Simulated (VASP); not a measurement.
The system is WAu.

```
CELL_PARAMETERS angstrom
0.00000 2.74798 2.74798
2.74798 0.00000 2.74798
2.74798 2.74798 0.00000
ATOMIC_POSITIONS crystal
W 0.00387 0.99702 0.99291
Au 0.73836 0.75130 0.75806
```

Base run:

- Program: VASP 6.6.1
- Functional: PBE
- Potentials or basis: VASP PAW PBE potentials, release 64 (W_sv, Au)
- Cutoff: 520 eV
- k mesh: 8 × 8 × 8
- Occupations: gaussian, width 0.05 eV
- Spin: no spin polarisation

Its results: pressure 33.5 GPa; largest force 1.373 eV/Å.

The run is repeated on the same cell with these changes: functional from PBE to LDA; potentials or basis from VASP PAW PBE potentials, release 64 (W_sv, Au) to VASP PAW LDA potentials, release 64 (W_sv, Au). What comes out?

Pressure 24.0 GPa; largest force 1.332 eV/Å.

Caveats: forces of over 1 eV/Å act on the atoms, so gaps and moduli don't describe the material at rest.
